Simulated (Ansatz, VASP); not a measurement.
**K: VASP beside Ansatz**

INCAR

```
ALGO     = Normal         # electronic algorithm
EDIFF    = 1E-6           # SCF threshold, eV
ENCUT    = 500            # plane-wave cutoff, eV
GGA      = PS             # functional
GGA_COMPAT= F            
ISIF     = 2              # what is computed and relaxed
ISMEAR   = -1             # smearing method
LASPH    = T              # aspherical terms in the spheres
LCHARG   = T              # write CHGCAR
LELF     = T              # ELF
LREAL    = F              # projectors in reciprocal space
LVHAR    = T            
LWAVE    = F              # write WAVECAR
NBANDS   = 10             # bands
NELM     = 120            # most SCF steps
PREC     = Accurate       # precision mode
SIGMA    = 0.05           # smearing width, eV
```

The input KPOINTS:

```
k-points
0
Gamma
  10 10 10
```

The input POSCAR:

```
K
1.0
   -2.6794535516      2.6794535516      2.6794535516
    2.6794535516     -2.6794535516      2.6794535516
    2.6794535516      2.6794535516     -2.6794535516
K
1
Direct
    0.0000000000      0.0000000000      0.0000000000
```

Input for Ansatz:

```yaml
crystal:
  lattice:
    - [-2.6794535516, 2.6794535516, 2.6794535516]
    - [2.6794535516, -2.6794535516, 2.6794535516]
    - [2.6794535516, 2.6794535516, -2.6794535516]
  atoms:
    - { symbol: K, position: [0.0, 0.0, 0.0] }
kpoints:
  mp_grid: { grid: [10, 10, 10] }
scf:
  occupations: { method: fermi_dirac, width: 0.05 }
hamiltonian:
  xc: pbesol
  pseudopotentials: { kind: all_electron, lapw: { basis_error: 0.0005 } }
output:
  forces: true
  stress: true
  eigenvalues: true
```

Change from the starting cell: volume scaled by 0.98.

Alike in both runs: task single point; functional PBEsol; k mesh 10 × 10 × 10; occupations fermi-dirac, width 0.05 eV; no spin polarisation.

|  | VASP | Ansatz |
| --- | --- | --- |
| version | VASP 6.6.1 | Ansatz 0.2.0 |
| potentials or method | VASP PAW PBE potentials, release 64 (K_sv), cutoff 500 eV | all-electron LAPW, scalar-relativistic |

```tsv
	VASP	Ansatz	Ansatz less VASP
pressure (GPa)	-0.3	-0.3	+0.01
```

VASP's potentials were made for PBE, not for PBEsol. Ansatz ran all-electron here, and VASP with PAW potentials.
